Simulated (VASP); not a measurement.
A run of VASP 6.6.1 is set up as follows.

Contents of INCAR:

```
  PREC = Accurate
  ENCUT = 500
  EDIFF = 1E-7
  ISMEAR = 0
  SIGMA = 0.1
  LREAL = False
  LASPH = True
  NELM = 120
  ALGO = Normal
  ISIF = 3
  LWAVE = False
  LCHARG = False
  GGA = PS
  IBRION = 2
  NSW = 70
  EDIFFG = -0.008
  PSTRESS = 40.0
  GGA_COMPAT = False
  NELMIN = 4
```

File KPOINTS:

```
Automatic mesh
0
Gamma
  6 6 6
```

The input POSCAR:

```
CsSnBr3
1.0
    5.5371359811      0.0000000000      0.0000000000
    0.0000000000      5.5371359811      0.0000000000
    0.0000000000      0.0000000000      5.5371359811
Cs Sn Br
1 1 3
Direct
    0.0000000000      0.0000000000      0.0000000000
    0.5000000000      0.5000000000      0.5000000000
    0.5000000000      0.0000000000      0.5000000000
    0.5000000000      0.5000000000      0.0000000000
    0.0000000000      0.5000000000      0.5000000000
```

Potentials or basis: VASP PAW PBE potentials, release 64 (Cs_sv, Sn_d, Br).

The run is started by

```sh
$ cat potpaw_PBE.64/Cs_sv/POTCAR potpaw_PBE.64/Sn_d/POTCAR potpaw_PBE.64/Br/POTCAR > POTCAR
$ mpirun -np 1 vasp_std > vasp.out
```

(1) Predict the relaxed cell.

(2) Estimate the band gap on the k mesh.

(3) What does it give for the space group after relaxing (to 0.1 Å)?

Results:

(1) a = 5.516 Å, b = 5.516 Å, c = 5.516 Å, α = 90.00°, β = 90.00°, γ = 90.00°.

(2) zero (filled and empty bands touch).

(3) Pm-3m (No. 221).

Caveat: spin-orbit coupling is left out, which moves the levels of the heavy elements.
